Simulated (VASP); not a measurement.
# BeSi (I-4m2) in VASP: notebook

Runs on BeSi. Level: PBE. Tasks: relaxation of cell and atoms, single point.

Everything below comes from runs of VASP 6.6.1. Logs are shortened: lines on timing, memory, paths and dates and some standing lists are left out, and cuts for length are marked.

## (1) The cell of the first run

The structure is tetragonal, space group I-4m2 (No. 119). The conventional cell has a = 3.940 Å, b = 3.940 Å, c = 6.198 Å, α = 90.00°, β = 90.00°, γ = 90.00°. Within 2.5 Å of Be (site symmetry 2mm) lie 1 Be at 1.90 Å and 3 Si at 2.06 to 2.15 Å. Within 2.8 Å of Si (site symmetry -4m2) lie 2 Be at 2.15 Å and 4 Si at 2.51 Å. Si (site symmetry -4m2) has 4 Be at 2.06 Å and 4 Si at 2.51 Å within 2.7 Å.

The cell was generated, and may not be a known phase.

## (2) Relaxation of cell and atoms, PBE

INCAR

```
SYSTEM = BeSi
PREC = Accurate ; ENCUT = 600
EDIFF = 1E-7 ; ISMEAR = 0
SIGMA = 0.1 ; LREAL = .False.
LASPH = .True. ; NELM = 100
ALGO = Normal ; ISIF = 3
LWAVE = .False. ; LCHARG = .False.
GGA = PE ; IBRION = 2
NSW = 90 ; EDIFFG = -0.04
```

KPOINTS

```
regular mesh
0
Gamma
  6 6 6
  0 0 0
```

POSCAR

```
BeSi
1.0
   -1.9700764900      1.9700764900      3.0992314100
    1.9700764900     -1.9700764900      3.0992314100
    1.9700764900      1.9700764900     -3.0992314100
Be Si
2 2
Direct
    0.1536144600      0.1536144600      0.0000000000
    0.8463855400      0.8463855400      0.0000000000
    0.5000000000      0.5000000000      0.0000000000
    0.7500000000      0.2500000000      0.5000000000
```

Potentials or basis: VASP PAW PBE potentials, release 64 (Be, Si).

The run is started by

```console
> cat potpaw_PBE.64/Be/POTCAR potpaw_PBE.64/Si/POTCAR > POTCAR
> mpirun -np 1 vasp_std > vasp.out
```

OUTCAR:

```text
SYSTEM = BeSi
   PREC = Accurate
   ENCUT = 600
   EDIFF = 1E-7
   ISMEAR = 0
   LREAL = .False.
   LASPH = .True.
   NELM = 100
   ISIF = 3
   GGA = PE
   IBRION = 2
   NSW = 90
   EDIFFG = -0.04

 ion  position               nearest neighbor table
   1  0.154  0.154  0.000-   2 1.90   4 2.06   4 2.06   3 2.15
   2  0.846  0.846  0.000-   1 1.90   4 2.06   4 2.06   3 2.15
   3  0.500  0.500  0.000-   1 2.15   2 2.15   4 2.51   4 2.51   4 2.51   4 2.51
   4  0.750  0.250  0.500-   2 2.06   1 2.06   2 2.06   1 2.06   3 2.51   3 2.51   3 2.51   3 2.51

  LATTYP: Found a body centered tetragonal cell.
 ALAT       =     3.9401529800
 C/A-ratio  =     1.5731528323

  Lattice vectors:

 A1 = (  -1.9700764900,   1.9700764900,   3.0992314100)
 A2 = (   1.9700764900,  -1.9700764900,   3.0992314100)
 A3 = (   1.9700764900,   1.9700764900,  -3.0992314100)

Analysis of symmetry for initial positions (statically):
=====================================================================
 Subroutine PRICEL returns:
 Original cell was already a primitive cell.

 Routine SETGRP: Setting up the symmetry group for a
 body centered tetragonal supercell.

 Subroutine GETGRP returns: Found  8 space group operations
 (whereof  8 operations were pure point group operations)
 out of a pool of 16 trial point group operations.

The static configuration has the point symmetry D_2d.

Analysis of symmetry for dynamics (positions and initial velocities):
=====================================================================
 Subroutine PRICEL returns:
 Original cell was already a primitive cell.

 Routine SETGRP: Setting up the symmetry group for a
 body centered tetragonal supercell.

 Subroutine GETGRP returns: Found  8 space group operations
 (whereof  8 operations were pure point group operations)
 out of a pool of 16 trial point group operations.

The dynamic configuration has the point symmetry D_2d.

 Subroutine INISYM returns: Found  8 space group operations
 (whereof  8 operations are pure point group operations),
 and found     1 'primitive' translations

----------------------------------------------------------------------------------------

                                     Primitive cell

  volume of cell :      48.1150

  direct lattice vectors                    reciprocal lattice vectors
    -1.970076490  1.970076490  3.099231410     0.000000000  0.253797252  0.161330322
     1.970076490 -1.970076490  3.099231410     0.253797252  0.000000000  0.161330322
     1.970076490  1.970076490 -3.099231410     0.253797252  0.253797252  0.000000000

  length of vectors
     4.167449830  4.167449830  4.167449830     0.300733300  0.300733300  0.358923516

  position of ions in fractional coordinates (direct lattice)
     0.153614460  0.153614460  0.000000000
     0.846385540  0.846385540  0.000000000
     0.500000000  0.500000000  0.000000000
     0.750000000  0.250000000  0.500000000

  ion indices of the primitive-cell ions
   primitive index   ion index
                 1           1
                 2           2
                 3           3
                 4           4

----------------------------------------------------------------------------------------

 KPOINTS: regular mesh

Automatic generation of k-mesh.
 Grid dimensions read from file:
 generate k-points for:    6    6    6

 Generating k-lattice:

  Cartesian coordinates                     Fractional coordinates (reciprocal lattice)
     0.000000000  0.042299542  0.026888387     0.166666667  0.000000000  0.000000000
     0.042299542  0.000000000  0.026888387     0.000000000  0.166666667  0.000000000
     0.042299542  0.042299542  0.000000000     0.000000000  0.000000000  0.166666667

  Length of vectors
     0.050122217  0.050122217  0.059820586

  Shift w.r.t. Gamma in fractional coordinates (k-lattice)
     0.000000000  0.000000000  0.000000000

 Subroutine IBZKPT returns following result:
 ===========================================

 Found     30 irreducible k-points:

 Following reciprocal coordinates:
            Coordinates               Weight
  0.000000  0.000000  0.000000      1.000000
  0.166667  0.000000 -0.000000      8.000000
  0.333333  0.000000  0.000000      8.000000
  0.500000 -0.000000  0.000000      4.000000
  0.166667  0.166667 -0.000000      8.000000
  0.333333  0.166667  0.000000     16.000000
[... 16 lines left out ...]
 -0.333333 -0.333333  0.166667      8.000000
 -0.166667 -0.333333  0.166667      8.000000
 [... further k-points ...]
   k-points           NKPTS =     30   k-points in BZ     NKDIM =     30   number of bands    NBANDS=     10
   number of dos      NEDOS =    301   number of ions     NIONS =      4
   total plane-waves  NPLWV =  46656
   dimension x,y,z NGX =    36 NGY =   36 NGZ =   36
   dimension x,y,z NGXF=    72 NGYF=   72 NGZF=   72
   ions per type =               2   2
   NGX,Y,Z   is equivalent  to a cutoff of  14.36, 14.36, 14.36 a.u.
   NGXF,Y,Z  is equivalent  to a cutoff of  28.72, 28.72, 28.72 a.u.
 SYSTEM =  BeSi
   PREC   = accura    normal or accurate (medium, high low for compatibility)
   ISTART =      0    job   : 0-new  1-cont  2-samecut
   ICHARG =      2    charge: 1-file 2-atom 10-const
   ISPIN  =      1    spin polarized calculation?
   LNONCOLLINEAR =      F non collinear calculations
   LSORBIT =      F    spin-orbit coupling
   LASPH  =      T    aspherical Exc in radial PAW
   ENCUT  =  600.0 eV  44.10 Ry    6.64 a.u.   8.32  8.32  8.32*2*pi/ulx,y,z
   NELM   =    100;   NELMIN=  2; NELMDL= -5     # of ELM steps
   EDIFF  = 0.1E-06   stopping-criterion for ELM
   LREAL  =      F    real-space projection
   EDIFFG = -.4E-01   stopping-criterion for IOM
   NSW    =     90    number of steps for IOM
   IBRION =      2    ionic relax: 0-MD 1-quasi-New 2-CG
   NFREE  =      1    steps in history (QN), initial steepest desc. (CG)
   ISIF   =      3    stress and relaxation
   ISYM   =      2    0-nonsym 1-usesym 2-fastsym
   POTIM  = 0.5000    time-step for ionic-motion
   TEBEG  =    0.0;   TEEND  =   0.0 temperature during run
   PSTRESS=    0.0 pullay stress
   NELECT =      12.0000    total number of electrons
   NUPDOWN=      -1.0000    fix difference up-down
   EMIN   =  10.00;   EMAX   =-10.00  energy-range for DOS
   EFERMI =   0.00;   METHOD = LEGACY
   ISMEAR =     0;   SIGMA  =   0.10  broadening in eV -4-tet -1-fermi 0-gaus
   EFERMI_NEDOS =   21; number of points for ismear=-14 and -15
   IALGO  =     38    algorithm
   IMIX   =      4    mixing-type and parameters
     AMIX     =   0.40;   BMIX     =  1.00
     AMIX_MAG =   1.60;   BMIX_MAG =  1.00
  volume/ion in A,a.u.               =      12.03        81.17
  Fermi-wavevector in a.u.,A,eV,Ry     =   1.030485  1.947335 14.448030  1.061900
  Thomas-Fermi vector in A             =   2.164586
   LORBIT       =      0    0 simple, 1 ext, 2 COOP (PROOUT), +10 PAW based schemes
   GGA     = PE    functional components
   LHFCALC =     F    Hartree Fock is set to
   AEXX    =    0.0000 exact exchange contribution
   IVDW    =     0    specifies the selected vdW correction
   LEPSILON=     F    determine dielectric tensor
   LRPA    =     F    only Hartree local field effects (RPA)
 conjugate gradient relaxation of ions
 non-spin polarized calculation
 Gauss-broadening in eV      SIGMA  =   0.10
  energy-cutoff  :      600.00
  volume of cell :       48.11
 maximum number of plane-waves:      1629
 NGX is ok and might be reduce to    36
   NGX = 17   NGY = 17   NGZ = 17

--------------------------------------- Ionic step        1  -------------------------------------------

 number of electron      12.0000000 magnetization

 Free energy of the ion-electron system (eV)
  ---------------------------------------------------
  ext. energy  EPLUGINS =         0.00000000
  ---------------------------------------------------
  free energy    TOTEN  =       -14.42503188 eV

  energy without entropy =      -14.41221574  energy(sigma->0) =      -14.41862381

 E-fermi :   7.8749     XC(G=0): -10.4932

 val. band max:        7.8747719320   @ k =  -0.3333   0.5000   0.1667
 cond. band min:       7.9009913212   @ k =  -0.1667   0.1667   0.1667
 fundamental gap:      0.0262193893
 Fermi energy:         7.8748559012

 k-point     1 :       0.0000    0.0000    0.0000
  band No.  band energies     occupation
      1      -5.3806      2.00000
      2       4.7184      2.00000
      3       4.8420      2.00000
      4       4.8420      2.00000
      5       6.4319      2.00000
      6       7.0546      2.00000
      7       7.0546      2.00000
      8       7.8032      1.68944
      9       7.8478      1.29808
     10      11.5909      0.00000
[... 406 lines left out ...]
  FREE ENERGIE OF THE ION-ELECTRON SYSTEM (eV)
  ---------------------------------------------------
  free  energy   TOTEN  =       -15.0396765478 eV

  energy  without entropy=      -15.0258822633  energy(sigma->0) =      -15.03277941

[... ionic steps 4 to 11 ...]

--------------------------------------- Ionic step       12  -------------------------------------------

 number of electron      12.0000000 magnetization

------------------------ aborting loop because EDIFF is reached ----------------------------------------

  FORCE on cell =-STRESS in cart. coord.  units (eV):
  Direction    XX          YY          ZZ          XY          YZ          ZX
  --------------------------------------------------------------------------------------
  -------------------------------------------------------------------------------------
  Total       -0.3331553     -0.3331553     -0.2372671      0.0000000     -0.0000000      0.0000000
  in kB       -8.8364553     -8.8364553     -6.2931595      0.0000000     -0.0000000      0.0000000
  external PRESSURE =      -7.9886900 kB  Pullay stress =       0.0000000 kB
[... 61 lines left out ...]
  energy  without entropy=      -15.0884659773  energy(sigma->0) =      -15.09114266

--------------------------------------- Ionic step       14  -------------------------------------------

 number of electron      12.0000000 magnetization

 Free energy of the ion-electron system (eV)
  ---------------------------------------------------
  ext. energy  EPLUGINS =         0.00000000
  ---------------------------------------------------
  free energy    TOTEN  =       -15.09422265 eV

  energy without entropy =      -15.08881612  energy(sigma->0) =      -15.09151939

 E-fermi :   5.9590     XC(G=0):  -9.7188

 val. band max:        5.8438071763   @ k =  -0.3333  -0.3333   0.3333
 cond. band min:       5.9856848213   @ k =  -0.1667   0.1667   0.1667
 fundamental gap:      0.1418776451
 Fermi energy:         5.9590262779

 k-point     1 :       0.0000    0.0000    0.0000
  band No.  band energies     occupation
      1      -5.8981      2.00000
      2       3.2050      2.00000
      3       3.4344      2.00000
      4       3.5245      2.00000
      5       3.5245      2.00000
      6       4.7871      2.00000
      7       5.1879      2.00000
      8       5.1879      2.00000
      9       5.6568      1.99998
     10       8.6811      0.00000
[... 330 lines left out ...]
  FREE ENERGIE OF THE ION-ELECTRON SYSTEM (eV)
  ---------------------------------------------------
  free  energy   TOTEN  =       -15.0942226513 eV

  energy  without entropy=      -15.0888161237  energy(sigma->0) =      -15.09151939

 reached required accuracy - stopping structural energy minimisation
```

Wall time 2.3 min (1 thread of AMD EPYC 9R14 (Zen 4), shared host); peak memory 0.18 GiB.

What came out:

- Free energy: -15.0942 eV
- Relaxed volume: 14.93 Å³/atom
- Relaxed cell: a = 4.610 Å, b = 4.610 Å, c = 4.610 Å, α = 127.57°, β = 127.57°, γ = 77.32°
- Space group after relaxing (to 0.1 Å): I-4m2 (No. 119)
- Energy gained by relaxing: 167.3 meV/atom
- Ionic steps: 14
- Pressure after relaxing: -0.1 GPa
- Largest force after relaxing: 0.023 eV/Å
- Band gap on the k mesh: zero (bands 6 and 7 overlap by 2.18 eV)

Forces in eV/Å, atoms in the order of the input:
```
Be   0.000  0.000  0.023
Be   0.000  0.000 -0.023
Si   0.000  0.000  0.000
Si   0.000  0.000  0.000
```

The path:
```
step  energy change (eV)  largest force (eV/Å)  pressure (GPa)  volume (Å³)
   1              0.0000                0.1721           20.41        48.11
   2             -0.6146                0.0691           -0.07        59.58
   3             -0.6146                0.0693           -0.20        59.72
   4             -0.6208                0.0552           -0.09        59.64
   5             -0.6323                0.3993            0.49        59.37
   6             -0.6354                0.4161            0.48        59.40
   7             -0.6409                0.4596            0.44        59.48
   8             -0.6413                0.4764            0.43        59.51
   9             -0.6483                0.4165            0.23        59.64
  10             -0.6627                0.2264           -0.34        60.02
  11             -0.6622                0.1983           -1.12        60.79
  12             -0.6672                0.0220           -0.80        60.41
  13             -0.6688                0.0033           -0.38        60.02
  14             -0.6692                0.0230           -0.06        59.73
```

Final structure:
```
Be Si
1.0
    -2.03664    2.03664    3.60007
     2.03664   -2.03664    3.60007
     2.03664    2.03664   -3.60007
Be Si
2 2
Direct
  0.14371 0.14371 0.00000
  0.85629 0.85629 0.00000
  0.50000 0.50000 0.00000
  0.75000 0.25000 0.50000
```

Levels at points of the mesh, in eV from the Fermi level:
| k point | band 2 | band 3 | band 4 | band 5 | band 6 | band 7 | band 8 | band 9 | band 10 |
| --- | --- | --- | --- | --- | --- | --- | --- | --- | --- |
| (0.00, 0.00, 0.00) | -2.75 | -2.52 | -2.43 | -2.43 | -1.17 | -0.77 | -0.77 | -0.30 | 2.72 |
| (0.50, 0.00, 0.00) | -8.04 | -4.22 | -3.38 | -2.71 | -0.37 | 0.10 | 1.70 | 3.48 | 3.63 |
| (0.50, 0.50, 0.00) | -8.25 | -5.31 | -4.26 | -4.03 | -2.71 | 1.12 | 3.10 | 3.11 | 4.52 |
| (0.50, 0.50, 0.50) | -9.04 | -4.19 | -4.19 | -2.68 | -0.31 | 3.54 | 3.58 | 3.58 | 5.77 |

Caveat: the volume moved by over 15 % at a fixed basis, so the end points are rough.

[end of part 1 of 2]

The gap in the log of VASP goes by the Fermi energy; the results here count the filled bands.